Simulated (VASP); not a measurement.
Ti: single point with PBE+D3(BJ)

Crystal: Ti.

```
CELL_PARAMETERS angstrom
4.49471 0.00000 0.00000
-2.24735 3.89253 0.00000
0.00000 0.00000 2.78558
ATOMIC_POSITIONS crystal
Ti 0.00000 0.00000 0.00000
Ti 0.33333 0.66667 0.50000
Ti 0.66667 0.33333 0.50000
```

```yaml
Program: VASP 6.6.1
Task: single point
Functional: PBE
Dispersion: D3(BJ)
Potentials_or_basis: VASP PAW PBE potentials, release 64 (Ti_sv)
Cutoff: 520 eV
k_mesh: 12 × 12 × 14
Occupations: gaussian, width 0.1 eV
Spin: no spin polarisation
Dipole_correction: no
Further_INCAR_settings: ALGO = Fast; EDIFF = 1e-06; NBANDS = 25
```

```json
{
  "Pressure": "-0.4 GPa",
  "Band gap on the k mesh": "zero (band 18 reaches 9.20 eV, above the bottom of band 19 at 8.85 eV)",
  "Dispersion energy per atom": "-0.645 eV"
}
```

Levels at points of the mesh, in eV from the Fermi level:
| k point | band 14 | band 15 | band 16 | band 17 | band 18 | band 19 | band 20 | band 21 | band 22 | band 23 |
| --- | --- | --- | --- | --- | --- | --- | --- | --- | --- | --- |
| (0.00, 0.00, 0.00) | -2.09 | -0.72 | -0.72 | -0.63 | -0.63 | -0.01 | 0.72 | 1.35 | 1.35 | 1.90 |
| (0.50, 0.00, 0.00) | -3.59 | -2.75 | -0.46 | -0.44 | -0.38 | 0.04 | 0.57 | 1.06 | 1.28 | 2.01 |
| (0.00, 0.00, 0.50) | -2.26 | -2.22 | -1.74 | -1.74 | -1.73 | 1.10 | 1.10 | 1.33 | 1.33 | 3.13 |
| (0.50, 0.00, 0.50) | -2.19 | -1.82 | -1.27 | -0.69 | -0.68 | 0.35 | 0.85 | 1.07 | 1.12 | 2.36 |

Run time: 4.4 min on 1 thread of Intel(R) Xeon(R) 6975P-C (Granite Rapids), with other jobs on the host, peak memory 0.28 GiB.

Caveat: pairwise dispersion overbinds metals, which lowers pressure and volume.
